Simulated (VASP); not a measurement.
Here is a VASP 6.6.1 calculation.

Contents of INCAR:

```
SYSTEM = HfO2
PREC = Accurate
ENCUT = 520
EDIFF = 1E-7
ISMEAR = 0
SIGMA = 0.01
LREAL = .FALSE.
LASPH = .TRUE.
NELM = 100
ALGO = Normal
ISIF = 2
LWAVE = .FALSE.
LCHARG = .FALSE.
GGA = PS
NBANDS = 18
```

Contents of KPOINTS:

```
regular mesh
0
G
  6 6 6
  0 0 0
```

File POSCAR:

```
HfO2
1.0
    0.0000000000      2.5575000000      2.5575000000
    2.5575000000      0.0000000000      2.5575000000
    2.5575000000      2.5575000000      0.0000000000
Hf O
1 2
Direct
    0.0000000000      0.0000000000      0.0000000000
    0.2500000000      0.2500000000      0.2500000000
    0.7500000000      0.7500000000      0.7500000000
```

Potentials or basis: VASP PAW PBE potentials, release 64 (Hf_pv, O).

The run is started by

```sh
$ cat potpaw_PBE.64/Hf_pv/POTCAR potpaw_PBE.64/O/POTCAR > POTCAR
$ mpirun -np 1 vasp_std > vasp.out
```

(1) Estimate the band gap on the k mesh.

(2) What does it give for the pressure?

Answers

(1) 3.60 eV, direct.

(2) -13.6 GPa.

Caveat: the PAW data sets were made with another functional, which shifts forces and pressure a little; spin-orbit coupling is left out, which moves the levels of the heavy elements.
